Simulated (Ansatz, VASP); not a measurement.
## Hf in VASP and in Ansatz

File POSCAR:

```
Hf
1.0
   -1.7881413000      1.7881413000      1.7881413000
    1.7881413000     -1.7881413000      1.7881413000
    1.7881413000      1.7881413000     -1.7881413000
Hf
1
Direct
    0.0000000000      0.0000000000      0.0000000000
```

File INCAR.step1:

```
ALGO = Normal
EDIFF = 1E-4
ENCUT = 520
GGA = PE
ISMEAR = 0
LASPH = T
LCHARG = F
LREAL = F
LWAVE = T
NBANDS = 11
NELM = 100
PREC = Accurate
SIGMA = 0.1
```

File INCAR.step2:

```
ALGO = Normal
EDIFF = 1E-7
ENCUT = 520
ISIF = 2
ISMEAR = 0
ISTART = 1
LASPH = T
LCHARG = T
LELF = T
LMIXTAU = T
LREAL = F
LVHAR = T
LWAVE = F
METAGGA = R2SCAN
NBANDS = 11
NELM = 100
PREC = Accurate
SIGMA = 0.1
```

The input KPOINTS:

```
k-points
0
Gamma
  16 16 16
```

Input for Ansatz:

```yaml
crystal:
  lattice:
    - [-1.7881413, 1.7881413, 1.7881413]
    - [1.7881413, -1.7881413, 1.7881413]
    - [1.7881413, 1.7881413, -1.7881413]
  atoms:
    - { symbol: Hf, position: [0.0, 0.0, 0.0] }
basis:
  ecutwfc: 500
kpoints:
  mp_grid: { grid: [16, 16, 16] }
hamiltonian:
  xc: r2scan
scf:
  occupations: { method: gaussian, width: 0.1 }
output:
  forces: true
  stress: true
  eigenvalues: true
  populations: true
```

Alike in both runs: task single point; functional r2SCAN; k mesh 16 × 16 × 16; occupations gaussian, width 0.1 eV; no spin polarisation.

|  | VASP | Ansatz |
| --- | --- | --- |
| version | VASP 6.6.1 | Ansatz 0.2.0 |
| potentials or method | VASP PAW PBE potentials, release 64 (Hf_pv), cutoff 520 eV | scalar-relativistic, plane waves, PAW |
| valence electrons in the cell | 10 | 26 |

```tsv
	VASP	Ansatz	Ansatz less VASP
gap on the k mesh at the Fermi level (eV)	none	none	-
pressure (GPa)	-3.4	-3.0	+0.40
```

VASP's potentials were made for PBE, not for r2SCAN. A gap of «none» marks a metal or a gap that the smearing closes. VASP's potentials hold 10 valence electrons a cell and Ansatz's 26, so a difference there can come from the potentials and not from the codes.

Neither program's run includes spin-orbit coupling.
